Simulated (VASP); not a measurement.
## S: single point with LDA

Crystal: S.

```
CELL_PARAMETERS angstrom
2.52665 0.00000 0.00000
0.00000 2.52665 0.00000
0.00000 0.00000 2.52665
ATOMIC_POSITIONS crystal
S 0.00000 0.00000 0.00000
```

```json
{
 "Program": "VASP 6.6.1",
 "Task": "single point",
 "Functional": "LDA",
 "Potentials or basis": "VASP PAW LDA potentials, release 64 (S)",
 "Cutoff": "520 eV",
 "k mesh": "16 × 16 × 16",
 "Occupations": "fermi-dirac, width 0.08 eV",
 "Spin": "no spin polarisation"
}
```

```json
{"Pressure": "0.0 GPa", "Band gap on the k mesh": "zero (band 3 reaches 11.08 eV, above the bottom of band 4 at 3.78 eV)"}
```

Levels at points of the mesh, in eV from the Fermi level:
```tsv
k point	band 1	band 2	band 3	band 4	band 5	band 6	band 7
(0.00, 0.00, 0.00)	-17.53	1.64	1.64	1.64	7.21	7.21	10.55
(0.50, 0.00, 0.00)	-14.48	-8.65	3.33	3.33	9.41	13.97	13.97
(0.50, 0.50, 0.00)	-11.40	-6.14	-6.14	2.07	4.83	14.37	16.08
(0.50, 0.50, 0.50)	-8.11	-3.97	-3.97	-3.97	5.41	5.41	5.41
```

Wall time 39 s on 1 thread of AMD EPYC 7R13 (shared host), peak memory 0.1 GiB.
